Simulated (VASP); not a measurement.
Wanted: the native input for a VASP 6.6.1 run.

```
Task                   : single point
Functional             : PBE
Dispersion             : D3(BJ)
Potentials or basis    : VASP PAW PBE potentials, release 64 (Bi_d)
Cutoff                 : 520 eV
k mesh                 : 16 × 16 × 16
Occupations            : gaussian, width 0.15 eV
Spin                   : no spin polarisation
Dipole correction      : no
Further INCAR settings : ALGO = Fast; EDIFF = 1e-07; NBANDS = 14
```

The structure of Bi lies in POSCAR:

```
Bi
1.0
   -1.7904647902      2.2313453130      1.8565968686
    1.7904647902     -2.2313453130      1.8565968686
    1.7904647902      2.2313453130     -1.8565968686
Bi
1
Direct
    0.0000000000      0.0000000000      0.0000000000
```

This cell differs from its parent crystal: strain +e along x and -e along y -0.1125, strain +e along z and -e/2 along x and y -0.0525.

These files were run (other wordings do the same):

INCAR

```
PREC = Accurate
ENCUT = 520
EDIFF = 1E-7
ISMEAR = 0
SIGMA = 0.15
LREAL = F
LASPH = T
NELM = 100
ALGO = Fast
ISIF = 2
LWAVE = F
LCHARG = F
GGA = PE
IVDW = 12
NBANDS = 14
```

KPOINTS

```
regular mesh
0
Gamma
  16 16 16
```

Potentials or basis: VASP PAW PBE potentials, release 64 (Bi_d).

Launch:

```sh
$ cat potpaw_PBE.64/Bi_d/POTCAR > POTCAR
$ mpirun -np 1 vasp_std > vasp.out
```

It gave:

```json
{
  "Pressure": "1.1 GPa",
  "Band gap on the k mesh": "zero (an odd number of electrons rules out a gap without spin polarisation)",
  "Dispersion energy per atom": "-0.531 eV"
}
```

Caveat: the cell differs from its parent crystal (strain +e along x and -e along y -0.1125, strain +e along z and -e/2 along x and y -0.0525); spin-orbit coupling is left out, which moves the levels of the heavy elements.

It took 6.8 min on 1 thread of Intel Xeon 8259CL, on a shared host, peak memory 0.35 GiB.
